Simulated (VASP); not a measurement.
# AlZn (Fm-3m) in VASP: further runs

Runs on AlZn. Level: PBE. Tasks: single point, relaxation of cell and atoms.

All numbers are computed with VASP 6.6.1; they aren't measurements. Logs are shortened: lines on timing, memory, paths and dates and some standing lists are left out, and cuts for length are marked.

## (1) The cell of the first run

It takes space group Fm-3m (No. 225, cubic). Conventional cell: a = 4.908 Å, b = 4.908 Å, c = 4.908 Å, α = 90.00°, β = 90.00°, γ = 90.00°. Al (site symmetry m-3m) has 6 Zn at 2.45 Å within 3.2 Å. Within 3.2 Å of Zn (site symmetry m-3m) lie 6 Al at 2.45 Å.

## (2) Single point, PBE

The input, INCAR:

```
ALGO = Normal
EDIFF = 1E-7
ENCUT = 520
GGA = PE
ISIF = 2
ISMEAR = 0
LASPH = T
LCHARG = T
LELF = T
LREAL = F
LVHAR = T
LWAVE = F
NBANDS = 14
NELM = 60
PREC = Accurate
SIGMA = 0.1
```

The input, KPOINTS:

```
k-points
0
Gamma
  6 6 6
```

The input, POSCAR:

```
AlZn
1.0
    0.0000000000      2.4541064827      2.4541064827
    2.4541064827      0.0000000000      2.4541064827
    2.4541064827      2.4541064827      0.0000000000
Al Zn
1 1
Direct
    0.0000000000      0.0000000000      0.0000000000
    0.5000000000      0.5000000000      0.5000000000
```

Potentials or basis: VASP PAW PBE potentials, release 64 (Al, Zn).

Command:

```sh
> cat potpaw_PBE.64/Al/POTCAR potpaw_PBE.64/Zn/POTCAR > POTCAR
> mpirun -np 1 vasp_std > vasp.out
```

OUTCAR:

```text
EDIFF = 1E-7
   ENCUT = 520
   GGA = PE
   ISIF = 2
   ISMEAR = 0
   LASPH = T
   LREAL = F
   NELM = 60
   PREC = Accurate

 ion  position               nearest neighbor table
   1  0.000  0.000  0.000-   2 2.45   2 2.45   2 2.45   2 2.45   2 2.45   2 2.45
   2  0.500  0.500  0.500-   1 2.45   1 2.45   1 2.45   1 2.45   1 2.45   1 2.45

  LATTYP: Found a face centered cubic cell.
 ALAT       =     4.9082129654

  Lattice vectors:

 A1 = (   0.0000000000,   2.4541064827,   2.4541064827)
 A2 = (   2.4541064827,   0.0000000000,   2.4541064827)
 A3 = (   2.4541064827,   2.4541064827,   0.0000000000)

Analysis of symmetry for initial positions (statically):
=====================================================================
 Subroutine PRICEL returns:
 Original cell was already a primitive cell.

 Routine SETGRP: Setting up the symmetry group for a
 face centered cubic supercell.

 Subroutine GETGRP returns: Found 48 space group operations
 (whereof 48 operations were pure point group operations)
 out of a pool of 48 trial point group operations.

The static configuration has the point symmetry O_h .

Analysis of symmetry for dynamics (positions and initial velocities):
=====================================================================
 Subroutine PRICEL returns:
 Original cell was already a primitive cell.

 Routine SETGRP: Setting up the symmetry group for a
 face centered cubic supercell.

 Subroutine GETGRP returns: Found 48 space group operations
 (whereof 48 operations were pure point group operations)
 out of a pool of 48 trial point group operations.

The dynamic configuration has the point symmetry O_h .

 Subroutine INISYM returns: Found 48 space group operations
 (whereof 48 operations are pure point group operations),
 and found     1 'primitive' translations

----------------------------------------------------------------------------------------

                                     Primitive cell

  volume of cell :      29.5604

  direct lattice vectors                    reciprocal lattice vectors
     0.000000000  2.454106483  2.454106483    -0.203740141  0.203740141  0.203740141
     2.454106483  0.000000000  2.454106483     0.203740141 -0.203740141  0.203740141
     2.454106483  2.454106483  0.000000000     0.203740141  0.203740141 -0.203740141

  length of vectors
     3.470630671  3.470630671  3.470630671     0.352888275  0.352888275  0.352888275

  position of ions in fractional coordinates (direct lattice)
     0.000000000  0.000000000  0.000000000
     0.500000000  0.500000000  0.500000000

  ion indices of the primitive-cell ions
   primitive index   ion index
                 1           1
                 2           2

----------------------------------------------------------------------------------------

 KPOINTS: k-points

Automatic generation of k-mesh.
 Grid dimensions read from file:
 generate k-points for:    6    6    6

 Generating k-lattice:

  Cartesian coordinates                     Fractional coordinates (reciprocal lattice)
    -0.033956690  0.033956690  0.033956690     0.166666667  0.000000000  0.000000000
     0.033956690 -0.033956690  0.033956690     0.000000000  0.166666667  0.000000000
     0.033956690  0.033956690 -0.033956690     0.000000000  0.000000000  0.166666667

  Length of vectors
     0.058814713  0.058814713  0.058814713

  Shift w.r.t. Gamma in fractional coordinates (k-lattice)
     0.000000000  0.000000000  0.000000000

 Subroutine IBZKPT returns following result:
 ===========================================

 Found     16 irreducible k-points:

 Following reciprocal coordinates:
            Coordinates               Weight
  0.000000  0.000000  0.000000      1.000000
  0.166667  0.000000  0.000000      8.000000
  0.333333  0.000000  0.000000      8.000000
  0.500000  0.000000  0.000000      4.000000
  0.166667  0.166667  0.000000      6.000000
  0.333333  0.166667  0.000000     24.000000
[... 8 lines left out ...]
 -0.333333  0.333333  0.166667     24.000000
 -0.333333  0.500000  0.166667     12.000000
   k-points           NKPTS =     16   k-points in BZ     NKDIM =     16   number of bands    NBANDS=     14
   number of dos      NEDOS =    301   number of ions     NIONS =      2
   total plane-waves  NPLWV =  21952
   dimension x,y,z NGX =    28 NGY =   28 NGZ =   28
   dimension x,y,z NGXF=    56 NGYF=   56 NGZF=   56
   ions per type =               1   1
   NGX,Y,Z   is equivalent  to a cutoff of  13.41, 13.41, 13.41 a.u.
   NGXF,Y,Z  is equivalent  to a cutoff of  26.82, 26.82, 26.82 a.u.
 SYSTEM =  unknown system
   PREC   = accura    normal or accurate (medium, high low for compatibility)
   ISTART =      0    job   : 0-new  1-cont  2-samecut
   ICHARG =      2    charge: 1-file 2-atom 10-const
   ISPIN  =      1    spin polarized calculation?
   LNONCOLLINEAR =      F non collinear calculations
   LSORBIT =      F    spin-orbit coupling
   LASPH  =      T    aspherical Exc in radial PAW
   ENCUT  =  520.0 eV  38.22 Ry    6.18 a.u.   6.45  6.45  6.45*2*pi/ulx,y,z
   NELM   =     60;   NELMIN=  2; NELMDL= -5     # of ELM steps
   EDIFF  = 0.1E-06   stopping-criterion for ELM
   LREAL  =      F    real-space projection
   EDIFFG = 0.1E-05   stopping-criterion for IOM
   NSW    =      0    number of steps for IOM
   IBRION =     -1    ionic relax: 0-MD 1-quasi-New 2-CG
   NFREE  =      0    steps in history (QN), initial steepest desc. (CG)
   ISIF   =      2    stress and relaxation
   ISYM   =      2    0-nonsym 1-usesym 2-fastsym
   POTIM  = 0.5000    time-step for ionic-motion
   TEBEG  =    0.0;   TEEND  =   0.0 temperature during run
   PSTRESS=    0.0 pullay stress
   NELECT =      15.0000    total number of electrons
   NUPDOWN=      -1.0000    fix difference up-down
   EMIN   =  10.00;   EMAX   =-10.00  energy-range for DOS
   EFERMI =   0.00;   METHOD = LEGACY
   ISMEAR =     0;   SIGMA  =   0.10  broadening in eV -4-tet -1-fermi 0-gaus
   EFERMI_NEDOS =   21; number of points for ismear=-14 and -15
   IALGO  =     38    algorithm
   IMIX   =      4    mixing-type and parameters
     AMIX     =   0.40;   BMIX     =  1.00
     AMIX_MAG =   1.60;   BMIX_MAG =  1.00
  volume/ion in A,a.u.               =      14.78        99.74
  Fermi-wavevector in a.u.,A,eV,Ry     =   1.305776  2.467558 23.198609  1.705050
  Thomas-Fermi vector in A             =   2.436622
   LORBIT       =      0    0 simple, 1 ext, 2 COOP (PROOUT), +10 PAW based schemes
   GGA     = PE    functional components
   LHFCALC =     F    Hartree Fock is set to
   AEXX    =    0.0000 exact exchange contribution
   IVDW    =     0    specifies the selected vdW correction
   LEPSILON=     F    determine dielectric tensor
   LRPA    =     F    only Hartree local field effects (RPA)
 non-spin polarized calculation
 Gauss-broadening in eV      SIGMA  =   0.10
  energy-cutoff  :      520.00
  volume of cell :       29.56
 maximum number of plane-waves:       821
 NGX is ok and might be reduce to    28
   NGX = 13   NGY = 13   NGZ = 13

 number of electron      14.9999986 magnetization

 Free energy of the ion-electron system (eV)
  ---------------------------------------------------
  ext. energy  EPLUGINS =         0.00000000
  ---------------------------------------------------
  free energy    TOTEN  =        -3.92154321 eV

  energy without entropy =       -3.91862694  energy(sigma->0) =       -3.92008508

 E-fermi :   6.2550     XC(G=0): -11.1016

 val. band max:        6.2138688346   @ k =   0.5000   0.5000   0.0000
 cond. band min:       6.4046549208   @ k =  -0.1667   0.1667   0.0000
 fundamental gap:      0.1907860862
 Fermi energy:         6.2550297889

 k-point     1 :       0.0000    0.0000    0.0000
  band No.  band energies     occupation
      1      -5.0748      2.00000
      2      -1.9782      2.00000
      3      -1.9782      2.00000
      4      -1.9396      2.00000
      5      -1.9396      2.00000
      6      -1.9396      2.00000
      7      11.0215      0.00000
      8      11.0215      0.00000
      9      11.0215      0.00000
     10      14.4086      0.00000
     11      14.4086      0.00000
     12      14.4086      0.00000
     13      16.7790      0.00000
     14      18.4233      0.00000

 k-point     2 :       0.1667    0.0000    0.0000
  band No.  band energies     occupation
      1      -4.5556      2.00000
      2      -2.0057      2.00000
      3      -2.0057      2.00000
      4      -1.9588      2.00000
      5      -1.8911      2.00000
      6      -1.8911      2.00000
      7       7.7244      0.00000
      8      10.6310      0.00000
      9      10.6310      0.00000
     10      14.1257      0.00000
     11      15.1376      0.00000
     12      15.1376      0.00000
     13      15.8369      0.00000
     14      15.8369      0.00000

 k-point     3 :       0.3333    0.0000    0.0000
  band No.  band energies     occupation
      1      -3.1207      2.00000
      2      -2.0702      2.00000
      3      -2.0702      2.00000
      4      -1.8795      2.00000
      5      -1.7813      2.00000
      6      -1.7813      2.00000
      7       3.4344      2.00000
      8      10.3796      0.00000
      9      10.3796      0.00000
     10      12.7882      0.00000
     11      12.7882      0.00000
     12      13.7389      0.00000
     13      15.9513      0.00000
     14      18.6223      0.00000
[... 188 lines left out ...]
 k-point    15 :      -0.3333    0.3333    0.1667
  band No.  band energies     occupation
      1      -2.3694      2.00000
      2      -2.0807      2.00000
      3      -1.9768      2.00000
      4      -1.9359      2.00000
      5      -1.6933      2.00000
      6       1.1705      2.00000
      7       1.4153      2.00000
      8       5.0974      2.00000
      9       5.5714      2.00000
     10      13.2921      0.00000
     11      13.6807      0.00000
     12      17.0774      0.00000
     13      17.2438      0.00000
     14      21.0526      0.00000

 k-point    16 :      -0.3333    0.5000    0.1667
  band No.  band energies     occupation
      1      -2.5076      2.00000
      2      -2.0718      2.00000
      3      -1.9481      2.00000
      4      -1.8397      2.00000
      5      -1.6565      2.00000
      6       2.0779      2.00000
      7       2.1825      2.00000
      8       4.0242      2.00000
      9       4.2545      2.00000
     10      12.0338      0.00000
     11      13.0343      0.00000
     12      17.4604      0.00000
     13      18.4578      0.00000
     14      23.9204      0.00000

------------------------ aborting loop because EDIFF is reached ----------------------------------------

  FORCE on cell =-STRESS in cart. coord.  units (eV):
  Direction    XX          YY          ZZ          XY          YZ          ZX
  --------------------------------------------------------------------------------------
  -------------------------------------------------------------------------------------
  Total        4.0299475      4.0299475      4.0299475     -0.0000000     -0.0000000      0.0000000
  in kB      218.4237036    218.4237036    218.4237036     -0.0000000     -0.0000000      0.0000000
  external PRESSURE =     218.4237036 kB  Pullay stress =       0.0000000 kB

 VOLUME and BASIS-vectors are now :
 -----------------------------------------------------------------------------
  energy-cutoff  :      520.00
  volume of cell :       29.56
      direct lattice vectors                 reciprocal lattice vectors
     0.000000000  2.454106483  2.454106483    -0.203740141  0.203740141  0.203740141
     2.454106483  0.000000000  2.454106483     0.203740141 -0.203740141  0.203740141
     2.454106483  2.454106483  0.000000000     0.203740141  0.203740141 -0.203740141

 POSITION                                       TOTAL-FORCE (eV/Angst)
 -----------------------------------------------------------------------------------
      0.00000      0.00000      0.00000         0.000000     -0.000000      0.000000
      2.45411      2.45411      2.45411        -0.000000      0.000000     -0.000000
 -----------------------------------------------------------------------------------
    total drift:                                0.000000      0.000000      0.000000

  FREE ENERGIE OF THE ION-ELECTRON SYSTEM (eV)
  ---------------------------------------------------
  free  energy   TOTEN  =        -3.9215432130 eV

  energy  without entropy=       -3.9186269449  energy(sigma->0) =       -3.92008508
```

Wall time 4.5 s (1 thread of Intel Xeon 6975P-C (Granite Rapids), shared host); peak memory 0.15 GiB.

What came out:

| Quantity | Value |
| --- | --- |
| Free energy | -3.9215 eV |
| Pressure | 21.8 GPa |
| Band gap on the k mesh | zero (an odd number of electrons rules out a gap without spin polarisation) |

Caveat: the k points lie up to 0.37 Å⁻¹ apart, too coarse for converged energies and pressures of a metal.

## (3) Single point, PBE

This run uses another cell than the first one, of 18.65 Å³/atom.

The input, INCAR:

```
SYSTEM = AlZn
ALGO = Fast
EDIFF = 1E-6
ENCUT = 520
GGA = PE
ISIF = 2
ISMEAR = 0
LASPH = .True.
LCHARG = .True.
LELF = .True.
LREAL = .False.
LVHAR = .True.
LWAVE = .False.
NBANDS = 14
NELM = 100
PREC = Accurate
SIGMA = 0.1
```

The input, KPOINTS:

```
k-points
0
Gamma
  6 6 6
  0 0 0
```

The input, POSCAR:

```
AlZn
1.0
    0.0000000000      2.6520431719      2.6520431719
    2.6520431719      0.0000000000      2.6520431719
    2.6520431719      2.6520431719      0.0000000000
Al Zn
1 1
Direct
    0.0000000000      0.0000000000      0.0000000000
    0.5000000000      0.5000000000      0.5000000000
```

Potentials or basis: VASP PAW PBE potentials, release 64 (Al, Zn).

Command:

```sh
> cat potpaw_PBE.64/Al/POTCAR potpaw_PBE.64/Zn/POTCAR > POTCAR
> mpirun -np 1 vasp_std > vasp.out
```

Wall time 4.8 s (1 thread of Intel Xeon 6975P-C (Granite Rapids), shared host); peak memory 0.15 GiB.

Results (log left out):

| Property | Result |
| --- | --- |
| Free energy | -4.3527 eV |
| Pressure | 0.5 GPa |
| Band gap on the k mesh | zero (an odd number of electrons rules out a gap without spin polarisation) |

Levels at points of the mesh, in eV from the Fermi level:
```tsv
k point	band 5	band 6	band 7	band 8	band 9	band 10
(0.00, 0.00, 0.00)	-7.40	-7.40	4.00	4.00	4.00	7.71
(0.50, 0.00, 0.00)	-7.28	-5.63	-5.23	4.17	4.17	4.53
(0.50, 0.50, 0.00)	-7.24	-4.23	-3.69	0.22	0.22	1.06
```

## (4) Relaxation of cell and atoms, PBE

The input, INCAR:

```
SYSTEM = AlZn
PREC = Accurate
ENCUT = 600
EDIFF = 1E-6
ISMEAR = 0
SIGMA = 0.1
LREAL = .FALSE.
LASPH = .TRUE.
NELM = 100
ALGO = Normal
ISIF = 3
LWAVE = .FALSE.
LCHARG = .FALSE.
GGA = PE
IBRION = 2
NSW = 90
EDIFFG = -0.04
```

The input, KPOINTS:

```
regular mesh
0
G
  6 6 6
  0 0 0
```

The input, POSCAR:

```
AlZn
1.0
    0.0000000000      2.4541064827      2.4541064827
    2.4541064827      0.0000000000      2.4541064827
    2.4541064827      2.4541064827      0.0000000000
Al Zn
1 1
Direct
    0.0000000000      0.0000000000      0.0000000000
    0.5000000000      0.5000000000      0.5000000000
```

Command:

```sh
> cat potpaw_PBE.64/Al/POTCAR potpaw_PBE.64/Zn/POTCAR > POTCAR
> mpirun -np 1 vasp_std > vasp.out
```

Run time: 8.3 s. Hardware: 1 thread of Intel Xeon 6975P-C (Granite Rapids), shared host; peak memory 0.15 GiB.

Results (log left out):

| Property | Result |
| --- | --- |
| Free energy | -4.3516 eV |
| Relaxed volume | 18.62 Å³/atom |
| Relaxed cell | a = 3.748 Å, b = 3.748 Å, c = 3.748 Å, α = 60.00°, β = 60.00°, γ = 60.00° |
| Space group after relaxing (to 0.1 Å) | Fm-3m (No. 225) |
| Energy gained by relaxing | 215.1 meV/atom |
| Ionic steps | 3 |
| Pressure after relaxing | 0.3 GPa |
| Band gap on the k mesh | zero (an odd number of electrons rules out a gap without spin polarisation) |

The path:
| step | energy change (eV) | largest force (eV/Å) | pressure (GPa) | volume (Å³) |
| --- | --- | --- | --- | --- |
| 1 | 0.0000 | 0.0000 | 21.84 | 29.56 |
| 2 | -0.4183 | 0.0000 | -2.18 | 39.04 |
| 3 | -0.4302 | 0.0000 | 0.33 | 37.24 |

Final structure:
```cif
data_structure
_symmetry_space_group_name_H-M 'P 1'
_symmetry_Int_Tables_number 1
_cell_length_a 3.7483
_cell_length_b 3.7483
_cell_length_c 3.7483
_cell_angle_alpha 60.000
_cell_angle_beta 60.000
_cell_angle_gamma 60.000
_cell_volume 37.24
loop_
_atom_site_label
_atom_site_type_symbol
_atom_site_fract_x
_atom_site_fract_y
_atom_site_fract_z
_atom_site_occupancy
Al1 Al 0.00000 0.00000 0.00000 1
Zn1 Zn 0.50000 0.50000 0.50000 1
```

Levels at points of the mesh, in eV from the Fermi level:
```
           k point  band 5  band 6  band 7  band 8  band 9  band 10
(0.00, 0.00, 0.00)   -7.41   -7.41    4.00    4.00    4.00     7.72
(0.50, 0.00, 0.00)   -7.28   -5.64   -5.24    4.17    4.17     4.53
(0.50, 0.50, 0.00)   -7.24   -4.23   -3.70    0.22    0.22     1.07
```

Caveat: the k points lie up to 0.34 Å⁻¹ apart in the final cell, too coarse for converged energies and pressures of a metal; the volume moved by over 15 % at a fixed basis, so the end points are rough.

(Continued in part 2 of 2.)

The gap in the log of VASP goes by the Fermi energy; the results here count the filled bands.